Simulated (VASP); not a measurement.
**Sc: single point with BLYP**

Sc:

```
CELL_PARAMETERS angstrom
-1.84800 1.84800 1.84800
1.84800 -1.84800 1.84800
1.84800 1.84800 -1.84800
ATOMIC_POSITIONS crystal
Sc 0.00000 0.00000 0.00000
```

- Program: VASP 6.6.1
- Task: single point
- Functional: BLYP
- Potentials or basis: VASP PAW PBE potentials, release 64 (Sc_sv)
- Cutoff: 520 eV
- k mesh: 14 × 14 × 14
- Occupations: fermi-dirac, width 0.1 eV
- Spin: no spin polarisation
- Dipole correction: no
- Further INCAR settings: ALGO = Normal; EDIFF = 1e-06; NBANDS = 12

The pressure is 0.0 GPa.

Levels at points of the mesh, in eV from the Fermi level:
| k point | band 1 | band 2 | band 3 | band 4 | band 5 | band 6 | band 7 | band 8 | band 9 | band 10 |
| --- | --- | --- | --- | --- | --- | --- | --- | --- | --- | --- |
| (0.00, 0.00, 0.00) | -49.48 | -28.05 | -28.05 | -28.05 | -5.08 | 1.34 | 1.34 | 1.34 | 2.65 | 2.65 |
| (0.50, 0.00, 0.00) | -49.42 | -28.41 | -28.17 | -28.05 | -1.72 | 0.24 | 0.56 | 2.63 | 2.94 | 3.91 |
| (0.50, 0.50, 0.50) | -49.38 | -28.30 | -28.30 | -28.30 | -1.21 | -1.21 | 3.63 | 3.63 | 3.63 | 6.20 |

Wall time 30 s on 1 thread of AMD EPYC 9R14 (Zen 4) (shared host), peak memory 0.12 GiB.

Caveat: the PAW data sets were made with another functional, which shifts forces and pressure a little.
